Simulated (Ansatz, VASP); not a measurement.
## Zn in VASP and in Ansatz

Contents of INCAR:

```
  PREC = Accurate
  ENCUT = 520
  EDIFF = 1E-6
  ISMEAR = -1
  SIGMA = 0.1
  LREAL = False
  LASPH = True
  NELM = 80
  ALGO = Normal
  ISIF = 2
  LWAVE = False
  LCHARG = False
  GGA = RP
  NBANDS = 32
```

KPOINTS

```
regular mesh
0
Gamma
  15 15 4
```

File POSCAR:

```
Zn
1.0
    2.6228556566      0.0000000000      0.0000000000
   -1.3114278283      2.2714596291      0.0000000000
    0.0000000000      0.0000000000      9.8283402331
Zn
4
Direct
    1.0000000000      0.0000000000      1.0000000000
    1.0000000000      1.0000000000      0.5000000000
    0.3333333333      0.6666666667      0.2500000000
    0.6666666667      0.3333333333      0.7500000000
```

Input for Ansatz:

```yaml
crystal:
  lattice:
    - [2.6228556566, 0.0, 0.0]
    - [-1.3114278283, 2.2714596291, 0.0]
    - [0.0, 0.0, 9.8283402331]
  atoms:
    - { symbol: Zn, position: [1.0, 0.0, 1.0] }
    - { symbol: Zn, position: [1.0, 1.0, 0.5] }
    - { symbol: Zn, position: [0.3333333333, 0.6666666667, 0.25] }
    - { symbol: Zn, position: [0.6666666667, 0.3333333333, 0.75] }
hamiltonian:
  xc: rpbe
  pseudopotentials:
    kind: paw
    azcp:
      Zn: "pseudopotentials/Zn.paw.azcp"
basis:
  ecutwfc: 420
  fft_grid_basis: typed
kpoints:
  mp_grid: { grid: [15, 15, 4], shift: [0, 0, 0] }
magnetization:
  spin_polarized: false
scf:
  occupations: { method: fermi_dirac, width: 0.1 }
  lower_state_search: "off"
output:
  stress: true
```

Alike in both runs: task single point; functional RPBE; k mesh 15 × 15 × 4; occupations fermi-dirac, width 0.1 eV; no spin polarisation.

```csv
,VASP,Ansatz
version,VASP 6.6.1,Ansatz 0.2.0
potentials or method,"VASP PAW PBE potentials, release 64 (Zn), cutoff 520 eV","plane waves (420 eV) with PAW, scalar-relativistic"
valence electrons in the cell,48,48
```

VASP gave:

| Item | Value |
| --- | --- |
| pressure (GPa) | 6.9 |
| traceless stress, the component that is largest in VASP (GPa) | 0.25 |

Q: Which values does Ansatz return?

A: Pressure (GPa): 6.5; traceless stress, the component that is largest in VASP (GPa): 0.44.

VASP's potentials were made for PBE, not for RPBE.
